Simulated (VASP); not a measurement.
# C (Fddd) in VASP: further runs

Runs on C. Level: PBE. Tasks: single point.

All numbers are computed with VASP 6.6.1; they aren't measurements. Logs are shortened: lines on timing, memory, paths and dates and some standing lists are left out, and cuts for length are marked.

## 1. The cell of the first run

Symmetry: Fddd, No. 70, orthorhombic system. The conventional cell has a = 3.130 Å, b = 3.384 Å, c = 4.201 Å, α = 90.00°, β = 90.00°, γ = 90.00°. C (site symmetry 222) has 4 C at 1.56 Å within 2.1 Å.

## 2. Single point, PBE

INCAR reads:

```
  PREC = Accurate
  ENCUT = 520
  EDIFF = 1E-6
  ISMEAR = 0
  SIGMA = 0.05
  LREAL = False
  LASPH = True
  NELM = 80
  ALGO = Normal
  ISIF = 2
  LWAVE = False
  LCHARG = False
  GGA = PE
  NBANDS = 11
```

KPOINTS reads:

```
Automatic mesh
0
Gamma
  12 12 12
```

POSCAR reads:

```
C
1.0
    0.0000000000      2.1005978199      1.6920862354
    1.5648449222      0.0000000000      1.6920862354
    1.5648449222      2.1005978199      0.0000000000
C
2
Direct
    0.5000000000      0.5000000000      0.5000000000
    0.7500000000      0.7500000000      0.7500000000
```

Potentials or basis: VASP PAW PBE potentials, release 64 (C).

On the command line:

```bash
cat potpaw_PBE.64/C/POTCAR > POTCAR
mpirun -np 1 vasp_std > vasp.out
```

OUTCAR:

```text
PREC = Accurate
   ENCUT = 520
   EDIFF = 1E-6
   ISMEAR = 0
   LREAL = False
   LASPH = True
   NELM = 80
   ISIF = 2
   GGA = PE

 ion  position               nearest neighbor table
   1  0.500  0.500  0.500-   2 1.56   2 1.56   2 1.56   2 1.56
   2  0.750  0.750  0.750-   1 1.56   1 1.56   1 1.56   1 1.56

  LATTYP: Found a face centered orthorhombic cell.
 ALAT       =     3.1296898444
 B/A-ratio  =     1.0813124108
 C/A-ratio  =     1.3423680456

  Lattice vectors:

 A1 = (   0.0000000000,   2.1005978199,  -1.6920862354)
 A2 = (   1.5648449222,   2.1005978199,   0.0000000000)
 A3 = (   1.5648449222,   0.0000000000,  -1.6920862354)

Analysis of symmetry for initial positions (statically):
=====================================================================
 Subroutine PRICEL returns:
 Original cell was already a primitive cell.

 Routine SETGRP: Setting up the symmetry group for a
 face centered orthorhombic supercell.

 Subroutine GETGRP returns: Found  8 space group operations
 (whereof  4 operations were pure point group operations)
 out of a pool of  8 trial point group operations.

The static configuration has the point symmetry D_2 .
 The point group associated with its full space group is D_2h.

Analysis of symmetry for dynamics (positions and initial velocities):
=====================================================================
 Subroutine PRICEL returns:
 Original cell was already a primitive cell.

 Routine SETGRP: Setting up the symmetry group for a
 face centered orthorhombic supercell.

 Subroutine GETGRP returns: Found  8 space group operations
 (whereof  4 operations were pure point group operations)
 out of a pool of  8 trial point group operations.

The dynamic configuration has the point symmetry D_2 .
 The point group associated with its full space group is D_2h.

 Subroutine INISYM returns: Found  8 space group operations
 (whereof  4 operations are pure point group operations),
 and found     1 'primitive' translations

----------------------------------------------------------------------------------------

                                     Primitive cell

  volume of cell :      11.1241

  direct lattice vectors                    reciprocal lattice vectors
     0.000000000  2.100597820  1.692086235    -0.319520480  0.238027477  0.295493214
     1.564844922  0.000000000  1.692086235     0.319520480 -0.238027477  0.295493214
     1.564844922  2.100597820  0.000000000     0.319520480  0.238027477 -0.295493214

  length of vectors
     2.697344440  2.304754967  2.619398945     0.496051062  0.496051062  0.496051062

  position of ions in fractional coordinates (direct lattice)
     0.500000000  0.500000000  0.500000000
     0.750000000  0.750000000  0.750000000

  ion indices of the primitive-cell ions
   primitive index   ion index
                 1           1
                 2           2

----------------------------------------------------------------------------------------

 KPOINTS: Automatic mesh

Automatic generation of k-mesh.
 Grid dimensions read from file:
 generate k-points for:   12   12   12

 Generating k-lattice:

  Cartesian coordinates                     Fractional coordinates (reciprocal lattice)
    -0.026626707  0.019835623  0.024624434     0.083333333  0.000000000  0.000000000
     0.026626707 -0.019835623  0.024624434     0.000000000  0.083333333  0.000000000
     0.026626707  0.019835623 -0.024624434    -0.000000000 -0.000000000  0.083333333

  Length of vectors
     0.041337589  0.041337589  0.041337589

  Shift w.r.t. Gamma in fractional coordinates (k-lattice)
     0.000000000  0.000000000  0.000000000

 Subroutine IBZKPT returns following result:
 ===========================================

 Found    280 irreducible k-points:

 Following reciprocal coordinates:
            Coordinates               Weight
  0.000000  0.000000  0.000000      1.000000
  0.083333  0.000000 -0.000000      8.000000
  0.166667  0.000000  0.000000      8.000000
  0.250000  0.000000  0.000000      8.000000
  0.333333 -0.000000  0.000000      8.000000
  0.416667  0.000000  0.000000      8.000000
[... 16 lines left out ...]
  0.500000  0.166667 -0.000000      8.000000
 -0.416667  0.166667  0.000000      8.000000
 [... further k-points ...]
   k-points           NKPTS =    280   k-points in BZ     NKDIM =    280   number of bands    NBANDS=     11
   number of dos      NEDOS =    301   number of ions     NIONS =      2
   total plane-waves  NPLWV =   7200
   dimension x,y,z NGX =    20 NGY =   18 NGZ =   20
   dimension x,y,z NGXF=    40 NGYF=   36 NGZF=   40
   ions per type =               2
   NGX,Y,Z   is equivalent  to a cutoff of  12.33, 12.98, 12.69 a.u.
   NGXF,Y,Z  is equivalent  to a cutoff of  24.65, 25.97, 25.39 a.u.
 SYSTEM =  unknown system
   PREC   = accura    normal or accurate (medium, high low for compatibility)
   ISTART =      0    job   : 0-new  1-cont  2-samecut
   ICHARG =      2    charge: 1-file 2-atom 10-const
   ISPIN  =      1    spin polarized calculation?
   LNONCOLLINEAR =      F non collinear calculations
   LSORBIT =      F    spin-orbit coupling
   LASPH  =      T    aspherical Exc in radial PAW
   ENCUT  =  520.0 eV  38.22 Ry    6.18 a.u.   5.02  4.29  4.87*2*pi/ulx,y,z
   NELM   =     80;   NELMIN=  2; NELMDL= -5     # of ELM steps
   EDIFF  = 0.1E-05   stopping-criterion for ELM
   LREAL  =      F    real-space projection
   EDIFFG = 0.1E-04   stopping-criterion for IOM
   NSW    =      0    number of steps for IOM
   IBRION =     -1    ionic relax: 0-MD 1-quasi-New 2-CG
   NFREE  =      0    steps in history (QN), initial steepest desc. (CG)
   ISIF   =      2    stress and relaxation
   ISYM   =      2    0-nonsym 1-usesym 2-fastsym
   POTIM  = 0.5000    time-step for ionic-motion
   TEBEG  =    0.0;   TEEND  =   0.0 temperature during run
   PSTRESS=    0.0 pullay stress
   NELECT =       8.0000    total number of electrons
   NUPDOWN=      -1.0000    fix difference up-down
   EMIN   =  10.00;   EMAX   =-10.00  energy-range for DOS
   EFERMI =   0.00;   METHOD = LEGACY
   ISMEAR =     0;   SIGMA  =   0.05  broadening in eV -4-tet -1-fermi 0-gaus
   EFERMI_NEDOS =   21; number of points for ismear=-14 and -15
   IALGO  =     38    algorithm
   IMIX   =      4    mixing-type and parameters
     AMIX     =   0.40;   BMIX     =  1.00
     AMIX_MAG =   1.60;   BMIX_MAG =  1.00
  volume/ion in A,a.u.               =       5.56        37.53
  Fermi-wavevector in a.u.,A,eV,Ry     =   1.466727  2.771712 29.270048  2.151288
  Thomas-Fermi vector in A             =   2.582430
   LORBIT       =      0    0 simple, 1 ext, 2 COOP (PROOUT), +10 PAW based schemes
   GGA     = PE    functional components
   LHFCALC =     F    Hartree Fock is set to
   AEXX    =    0.0000 exact exchange contribution
   IVDW    =     0    specifies the selected vdW correction
   LEPSILON=     F    determine dielectric tensor
   LRPA    =     F    only Hartree local field effects (RPA)
 non-spin polarized calculation
 Gauss-broadening in eV      SIGMA  =   0.05
  energy-cutoff  :      520.00
  volume of cell :       11.12
 maximum number of plane-waves:       310
   NGX = 11   NGY =  9   NGZ =  9

 number of electron       8.0000000 magnetization

 Free energy of the ion-electron system (eV)
  ---------------------------------------------------
  ext. energy  EPLUGINS =         0.00000000
  ---------------------------------------------------
  free energy    TOTEN  =       -16.46900508 eV

  energy without entropy =      -16.46893546  energy(sigma->0) =      -16.46897027

 E-fermi :  11.7794     XC(G=0): -13.4386

 val. band max:       11.7528353226   @ k =  -0.0833   0.0000   0.0833
 cond. band min:      11.8408726801   @ k =   0.0000   0.3333   0.3333
 fundamental gap:      0.0880373575
 Fermi energy:        11.7794181773

 k-point     1 :       0.0000    0.0000    0.0000
  band No.  band energies     occupation
      1     -11.6288      2.00000
      2       6.8673      2.00000
      3      11.5258      2.00000
      4      12.0921      0.00000
      5      14.9089      0.00000
      6      15.8610      0.00000
      7      18.4797      0.00000
      8      21.0212      0.00000
      9      30.0343      0.00000
     10      30.3992      0.00000
     11      31.7173      0.00000

 k-point     2 :       0.0833    0.0000   -0.0000
  band No.  band energies     occupation
      1     -11.4261      2.00000
      2       6.5191      2.00000
      3      10.5480      2.00000
      4      11.6326      1.99997
      5      15.0599      0.00000
      6      16.1327      0.00000
      7      19.2592      0.00000
      8      21.2427      0.00000
      9      29.4098      0.00000
     10      30.7325      0.00000
     11      33.5108      0.00000

 k-point     3 :       0.1667    0.0000    0.0000
  band No.  band energies     occupation
      1     -10.8202      2.00000
      2       5.4595      2.00000
      3       8.3690      2.00000
      4      11.0878      2.00000
      5      14.9429      0.00000
      6      16.9362      0.00000
      7      20.6653      0.00000
      8      22.0094      0.00000
      9      29.2598      0.00000
     10      31.6363      0.00000
     11      36.3861      0.00000

 k-point     4 :       0.2500    0.0000    0.0000
  band No.  band energies     occupation
      1      -9.8194      2.00000
      2       3.4841      2.00000
      3       6.6071      2.00000
      4      10.6289      2.00000
      5      14.4952      0.00000
      6      17.9491      0.00000
      7      21.8017      0.00000
      8      23.2561      0.00000
      9      29.6339      0.00000
     10      32.9925      0.00000
     11      35.2015      0.00000
[... 239 lines left out ...]
 k-point    22 :       0.4167    0.1667    0.0000
  band No.  band energies     occupation
      1      -7.0525      2.00000
      2       0.3783      2.00000
      3       4.6468      2.00000
      4       7.8983      2.00000
      5      14.9254      0.00000
      6      17.9772      0.00000
      7      22.0579      0.00000
      8      25.3859      0.00000
      9      30.3327      0.00000
     10      30.9843      0.00000
     11      38.6733      0.00000

 k-point    23 :       0.5000    0.1667   -0.0000
  band No.  band energies     occupation
      1      -5.3574      2.00000
      2      -1.9430      2.00000
      3       4.1865      2.00000
      4       7.4516      2.00000
      5      14.9518      0.00000
      6      18.4965      0.00000
      7      23.7297      0.00000
      8      25.0893      0.00000
      9      29.9640      0.00000
     10      31.9361      0.00000
     11      39.6645      0.00000

 k-point    24 :      -0.4167    0.1667    0.0000
  band No.  band energies     occupation
      1      -5.1299      2.00000
      2      -2.2343      2.00000
      3       4.0101      2.00000
      4       7.1873      2.00000
      5      15.1267      0.00000
      6      18.7997      0.00000
      7      24.1848      0.00000
      8      25.3553      0.00000
      9      29.6053      0.00000
     10      33.1374      0.00000
     11      38.0854      0.00000

 [... further k-points ...]
[... 5 lines left out ...]
  --------------------------------------------------------------------------------------
  -------------------------------------------------------------------------------------
  Total        8.9110533    -12.5510228      6.5686375      0.0000000      0.0000000      0.0000000
  in kB     1283.4321740  -1807.6860104    946.0610773      0.0000000      0.0000000      0.0000000
  external PRESSURE =     140.6024137 kB  Pullay stress =       0.0000000 kB

 VOLUME and BASIS-vectors are now :
 -----------------------------------------------------------------------------
  energy-cutoff  :      520.00
  volume of cell :       11.12
      direct lattice vectors                 reciprocal lattice vectors
     0.000000000  2.100597820  1.692086235    -0.319520480  0.238027477  0.295493214
     1.564844922  0.000000000  1.692086235     0.319520480 -0.238027477  0.295493214
     1.564844922  2.100597820  0.000000000     0.319520480  0.238027477 -0.295493214

 POSITION                                       TOTAL-FORCE (eV/Angst)
 -----------------------------------------------------------------------------------
      1.56484      2.10060      1.69209        -0.000000     -0.000000     -0.000000
      2.34727      3.15090      2.53813         0.000000      0.000000      0.000000
 -----------------------------------------------------------------------------------
    total drift:                                0.000000     -0.000000      0.000000

  FREE ENERGIE OF THE ION-ELECTRON SYSTEM (eV)
  ---------------------------------------------------
  free  energy   TOTEN  =       -16.4690050804 eV

  energy  without entropy=      -16.4689354587  energy(sigma->0) =      -16.46897027
```

It took 14 s on 1 thread of Intel Xeon Platinum 8559C (Emerald Rapids), shared host; peak memory 0.13 GiB.

Results:

| Property | Result |
| --- | --- |
| Free energy | -16.4690 eV |
| Pressure | 14.1 GPa |
| Band gap on the k mesh | zero (band 4 reaches 12.09 eV, above the bottom of band 5 at 11.73 eV) |

Levels at points of the mesh, in eV from the Fermi level:
```
           k point  band 2  band 3  band 4  band 5  band 6  band 7
(0.00, 0.00, 0.00)   -4.91   -0.25    0.31    3.13    4.08    6.70
(0.50, 0.00, 0.00)  -15.07   -6.91   -1.70    1.80    7.59   11.56
(0.50, 0.50, 0.00)  -13.65   -8.14   -8.14    2.60    2.60   12.10
(0.50, 0.00, 0.50)  -16.93   -5.06   -5.06    7.47    7.47   13.67
(0.00, 0.50, 0.50)  -12.34   -9.40   -9.40    0.62    0.62   13.55
```

Caveat: the cell differs from its parent crystal (strain +e along x and -e along y -0.1500, strain +e along z and -e/2 along x and y -0.0525).

[end of part 1 of 2]
